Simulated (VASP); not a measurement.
**BAs: relaxation of cell and atoms with PBE**

Crystal: BAs.

```
B As
1.0
     5.60478    0.00000    0.00000
     0.00000    5.60478    0.00000
     0.00000    0.00000    3.05972
B As
4 4
Direct
  0.66924 0.66924 0.50000
  0.16924 0.83076 0.25000
  0.33076 0.33076 0.00000
  0.83076 0.16924 0.75000
  0.83076 0.83076 0.00000
  0.33076 0.66924 0.75000
  0.16924 0.16924 0.50000
  0.66924 0.33076 0.25000
```

```yaml
Program: VASP 6.6.1
Task: relaxation of cell and atoms
Functional: PBE
Potentials_or_basis: VASP PAW PBE potentials, release 64 (B, As)
Cutoff: 600 eV
k_mesh: 4 × 4 × 6
Occupations: gaussian, width 0.1 eV
Spin: no spin polarisation
Dipole_correction: no
Further_INCAR_settings: ALGO = Normal; EDIFF = 1e-06; IBRION = 2; EDIFFG = -0.04; NSW = 90; ISIF = 3
```

```yaml
Relaxed_volume: 14.04 Å³/atom
Relaxed_cell: a = 5.835 Å, b = 5.835 Å, c = 3.299 Å, α = 90.00°, β = 90.00°, γ = 90.00°
Space_group_after_relaxing_to_0.05_Å: P4_12_12 (No. 92)
Energy_gained_by_relaxing: 174.6 meV/atom
Ionic_steps: 7
Pressure_after_relaxing: -0.1 GPa
Largest_force_after_relaxing: 0.018 eV/Å
Band_gap_on_the_k_mesh: 0.06 eV, indirect (least direct gap 1.85 eV)
```

Forces in eV/Å, atoms in the order of the input:
```
B   -0.013 -0.013  0.000
B   -0.013  0.013  0.000
B    0.013  0.013  0.000
B    0.013 -0.013  0.000
As  -0.008 -0.008  0.000
As  -0.008  0.008  0.000
As   0.008  0.008  0.000
As   0.008 -0.008  0.000
```

Stress tensor (GPa, compression positive):
```
-0.07  0.00  0.00
 0.00 -0.07  0.00
 0.00  0.00 -0.16
```

The path:
| step | energy change (eV) | largest force (eV/Å) | pressure (GPa) | volume (Å³) |
| --- | --- | --- | --- | --- |
| 1 | 0.0000 | 0.8080 | 27.48 | 96.12 |
| 2 | -0.6711 | 0.0299 | -12.21 | 127.57 |
| 3 | -1.3876 | 0.2615 | -0.52 | 112.66 |
| 4 | -1.3878 | 0.2690 | -0.12 | 112.31 |
| 5 | -1.3966 | 0.0335 | 0.17 | 112.12 |
| 6 | -1.3967 | 0.0220 | 0.15 | 112.13 |
| 7 | -1.3970 | 0.0185 | -0.10 | 112.31 |

Final structure:
```xyz
8
Lattice="5.8346 0.0000 0.0000 0.0000 5.8346 0.0000 0.0000 0.0000 3.2992" Properties=species:S:1:pos:R:3 pbc="T T T"
B     3.9201    3.9201    1.6496
B     1.0028    4.8319    0.8248
B     1.9145    1.9145    0.0000
B     4.8319    1.0028    2.4744
As    4.8220    4.8220    0.0000
As    1.9047    3.9299    2.4744
As    1.0126    1.0126    1.6496
As    3.9299    1.9047    0.8248
```

Levels at points of the mesh, in eV from the valence-band top:
```csv
k point,band 14,band 15,band 16,band 17,band 18,band 19
"(0.00, 0.00, 0.00)",-0.86,-0.86,-0.61,1.98,1.98,2.28
"(0.50, 0.00, 0.00)",-2.09,-1.42,-1.42,2.06,2.06,2.89
"(0.50, 0.50, 0.00)",-2.15,-1.96,-1.96,1.69,1.69,2.25
"(0.00, 0.00, 0.50)",-4.05,-3.38,-3.38,0.06,0.06,3.47
"(0.50, 0.00, 0.50)",-2.41,-2.10,-2.10,1.23,1.23,1.26
"(0.50, 0.50, 0.50)",-2.39,-2.39,-2.39,0.40,0.40,0.40
```

It took 3.6 min on 1 thread of Intel Xeon 6975P-C, with other jobs on the host, peak memory 0.26 GiB.

Caveat: the volume moved by over 15 % at a fixed basis, so the end points are rough. A k mesh can miss the band edges.
